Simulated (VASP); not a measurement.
## PbSe: single point with PBEsol

Crystal: PbSe.

```
Pb Se
1.0
     2.15488   -6.13395    0.00000
     2.15488    6.13395    0.00000
     0.00000    0.00000    4.45049
Pb Se
2 2
Cartesian
  2.1549 -1.6164 3.3379
  2.1549 1.6164 1.1126
  2.1549 -4.4323 3.3379
  2.1549 4.4323 1.1126
```

| Quantity | Value |
| --- | --- |
| Program | VASP 6.6.1 |
| Task | single point |
| Functional | PBEsol |
| Potentials or basis | VASP PAW PBE potentials, release 64 (Pb_d, Se) |
| Cutoff | 500 eV |
| k mesh | 6 × 6 × 6 |
| Occupations | gaussian, width 0.01 eV |
| Spin | no spin polarisation |
| Dipole correction | no |
| Further INCAR settings | ALGO = Normal; EDIFF = 1e-06; NBANDS = 28 |

The pressure is -1.7 GPa. The largest force is 0.056 eV/Å and the band gap on the k mesh is 1.07 eV (least direct gap 1.19 eV).

Forces on the atoms (eV/Å):
```
Pb   0.000 -0.008  0.000
Pb   0.000  0.008  0.000
Se   0.000 -0.056  0.000
Se   0.000  0.056  0.000
```

Stress tensor (GPa, compression positive):
```
-1.84  0.00  0.00
 0.00 -1.44  0.00
 0.00  0.00 -1.91
```

Levels at points of the mesh, in eV from the valence-band top:
```tsv
k point	band 17	band 18	band 19	band 20	band 21	band 22	band 23	band 24
(0.00, 0.00, 0.00)	-2.12	-1.50	-1.24	-0.34	4.43	4.45	4.69	5.33
(0.50, 0.00, 0.00)	-1.15	-0.87	-0.44	-0.22	1.51	1.63	1.87	2.71
(0.50, 0.50, 0.00)	-1.77	-1.68	-1.04	-0.54	1.14	4.30	4.44	4.55
(0.00, 0.00, 0.50)	-0.83	-0.83	0.00	0.00	1.52	1.52	2.37	2.37
(0.50, 0.00, 0.50)	-3.02	-3.02	-1.23	-1.23	3.16	3.16	5.45	5.45
(0.50, 0.50, 0.50)	-0.93	-0.93	-0.38	-0.38	1.32	1.32	2.83	2.83
```

It took 3.3 min on 1 thread of Intel(R) Xeon(R) Platinum 8259CL CPU @ 2.50GHz (Skylake/Cascade Lake), on a shared host, peak memory 0.33 GiB.

Caveat: the PAW data sets were made with another functional, which shifts forces and pressure a little; spin-orbit coupling is left out, which moves the levels of the heavy elements. A k mesh can miss the band edges.
